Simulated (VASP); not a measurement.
Input of a VASP 6.6.1 run:

The input INCAR:

```
AGGAC    = 1.0          
AGGAX    = 1.0          
ALDAC    = 0.0          
ALDAX    = 1.0          
ALGO     = Normal         # electronic algorithm
EDIFF    = 1E-6           # SCF threshold, eV
ENCUT    = 500            # plane-wave cutoff, eV
GGA      = B5             # functional
GGA_COMPAT= False        
ISIF     = 2              # what is computed and relaxed
ISMEAR   = 1              # smearing method
IVDW     = 12             # dispersion correction
LASPH    = True           # aspherical terms in the spheres
LCHARG   = True           # write CHGCAR
LELF     = True           # ELF
LREAL    = False          # projectors in reciprocal space
LVHAR    = True         
LWAVE    = False          # write WAVECAR
NBANDS   = 10             # bands
NELM     = 120            # most SCF steps
PREC     = Accurate       # precision mode
SIGMA    = 0.15           # smearing width, eV
VDW_A1   = 0.4298       
VDW_A2   = 4.2359       
VDW_S6   = 1.0          
VDW_S8   = 2.6996
```

File KPOINTS:

```
k-points
0
Gamma
  7 7 7
```

Contents of POSCAR:

```
Cs
1.0
   -2.6207797143      2.6207797143      3.8125148190
    2.6207797143     -2.6207797143      3.8125148190
    2.6207797143      2.6207797143     -3.8125148190
Cs
1
Direct
    0.0000000000      0.0000000000      0.0000000000
```

Potentials or basis: VASP PAW PBE potentials, release 64 (Cs_sv).

Command:

```sh
$ cat potpaw_PBE.64/Cs_sv/POTCAR > POTCAR
$ mpirun -np 1 vasp_std > vasp.out
```

Estimate the dispersion energy per atom.

-0.255 eV.

Predict the pressure.

0.0 GPa.

Predict the band gap on the k mesh.

zero (an odd number of electrons rules out a gap without spin polarisation).

Caveat: the PAW data sets were made with another functional, which shifts forces and pressure a little; spin-orbit coupling is left out, which moves the levels of the heavy elements.
